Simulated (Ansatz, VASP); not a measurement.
## Two plane-wave programs on SnO2

```
Sn O
1.0
     4.56131    0.00000    0.00000
     0.00000    4.56131    0.00000
     0.00000    0.00000    3.27698
Sn O
2 4
Direct
  0.00000 0.00000 0.00000
  0.50000 0.50000 0.50000
  0.69262 0.69262 0.00000
  0.30738 0.30738 0.00000
  0.80738 0.19262 0.50000
  0.19262 0.80738 0.50000
```

Alike in both runs: task single point; functional LDA; k mesh 6 × 6 × 8; occupations gaussian, width 0.02 eV; no spin polarisation.

|  | VASP | Ansatz |
| --- | --- | --- |
| version | VASP 6.6.1 | Ansatz 0.2.0 |
| potentials or method | VASP PAW LDA potentials, release 64 (Sn_d, O), cutoff 600 eV | scalar-relativistic, plane waves, PAW |
| valence electrons in the cell | 52 | 52 |

```csv
,VASP,Ansatz,Ansatz less VASP
gap on the k mesh at the Fermi level (eV),1.57,1.53,-0.033
least direct gap on the mesh (eV),1.57,1.53,-0.033
pressure (GPa),9.1,7.7,-1.38
```

Ansatz warns that its potentials were made for another functional, while VASP's fit it. LDA's correlation is that of Perdew and Zunger in VASP and of Perdew and Wang (1992) in Ansatz.
